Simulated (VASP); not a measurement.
Wanted: the native input for a VASP 6.6.1 run.

```yaml
Task: single point
Functional: r2SCAN
Potentials_or_basis: VASP PAW PBE potentials, release 64 (Mo_sv)
Cutoff: 520 eV
k_mesh: 10 × 10 × 10
Occupations: fermi-dirac, width 0.1 eV
Spin: no spin polarisation
Dipole_correction: no
Further_INCAR_settings: ALGO = Normal; EDIFF = 1e-06; NBANDS = 13
```

Mo:

```
Mo
1.0
    -1.58381    1.58381    1.58381
     1.58381   -1.58381    1.58381
     1.58381    1.58381   -1.58381
Mo
1
Direct
  0.00000 0.00000 0.00000
```

One way to write it, as run:

POSCAR

```
Mo
1.0
   -1.5838090000      1.5838090000      1.5838090000
    1.5838090000     -1.5838090000      1.5838090000
    1.5838090000      1.5838090000     -1.5838090000
Mo
1
Direct
    0.0000000000      0.0000000000      0.0000000000
```

INCAR.step1

```
PREC     = Accurate       # precision mode
ENCUT    = 520            # plane-wave cutoff, eV
ISMEAR   = -1             # smearing method
SIGMA    = 0.1            # smearing width, eV
LREAL    = F              # projectors in reciprocal space
LASPH    = T              # aspherical terms in the spheres
NELM     = 60             # most SCF steps
NBANDS   = 13             # bands
GGA      = PE             # functional
ALGO     = Normal         # electronic algorithm
EDIFF    = 1E-4           # SCF threshold, eV
LWAVE    = T              # write WAVECAR
LCHARG   = F              # write CHGCAR
```

INCAR.step2

```
PREC     = Accurate       # precision mode
ENCUT    = 520            # plane-wave cutoff, eV
EDIFF    = 1E-6           # SCF threshold, eV
ISMEAR   = -1             # smearing method
SIGMA    = 0.1            # smearing width, eV
LREAL    = F              # projectors in reciprocal space
LASPH    = T              # aspherical terms in the spheres
NELM     = 60             # most SCF steps
ALGO     = Normal         # electronic algorithm
ISIF     = 2              # what is computed and relaxed
LWAVE    = F              # write WAVECAR
LCHARG   = F              # write CHGCAR
METAGGA  = R2SCAN         # meta-GGA
LMIXTAU  = T            
NBANDS   = 13             # bands
ISTART   = 1
```

KPOINTS

```
regular mesh
0
Gamma
  10 10 10
```

Potentials or basis: VASP PAW PBE potentials, release 64 (Mo_sv).

The run is started by

```bash
$ cat potpaw_PBE.64/Mo_sv/POTCAR > POTCAR
$ cp INCAR.step1 INCAR
$ mpirun -np 1 vasp_std > vasp.out
$ cp INCAR.step2 INCAR
$ mpirun -np 1 vasp_std > vasp.out
```

Results of the run:

```json
{
 "Pressure": "-3.1 GPa",
 "Band gap on the k mesh": "zero (band 7 reaches 16.34 eV, above the bottom of band 8 at 10.90 eV)"
}
```

Caveat: the PAW data sets were made with another functional, which shifts forces and pressure a little.

It took 13 s on 1 thread of Intel(R) Xeon(R) 6975P-C (Granite Rapids), with other jobs on the host, peak memory 0.13 GiB.
